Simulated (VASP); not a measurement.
Runs of VASP 6.6.1 on C. The structure is that of space group P6_3/mmc (No. 194), or close to it. The cells are those of the table. 

```csv
task,cell,cutoff (eV),gap on the mesh (eV),pressure (GPa)
single point,"a = 2.434, b = 2.434, c = 2.210 Å, angles 90.0, 90.0, 120.0°, 2 atoms",520,none,21.4
relaxation of cell and atoms,"relaxed to 21 GPa from a = 2.103, b = 2.103, c = 3.406 Å, angles 90.0, 90.0, 120.0°, 2 atoms",600,none,21.1
relaxation of cell and atoms,"relaxed to 21 GPa from a = 2.434, b = 2.434, c = 2.211 Å, angles 90.0, 90.0, 120.0°, 2 atoms",600,none,20.9
single point,"a = 2.434, b = 2.434, c = 2.211 Å, angles 90.0, 90.0, 120.0°, 2 atoms",520,none,(a)
```

Alike in all rows: level PBE; potentials or basis VASP PAW PBE potentials, release 64 (C); no spin polarisation; k mesh 22 × 22 × 12; smearing fermi-dirac 0.1 eV.

Task: Estimate the missing entries.

Result: (a) 21.2.

Caveats: the cell is relaxed towards a set pressure, so the enthalpy falls and the energy may rise (some runs); the relaxation stopped at its first step, so nothing moved (some runs).

A gap of «none» marks levels without a gap at the run's occupations.
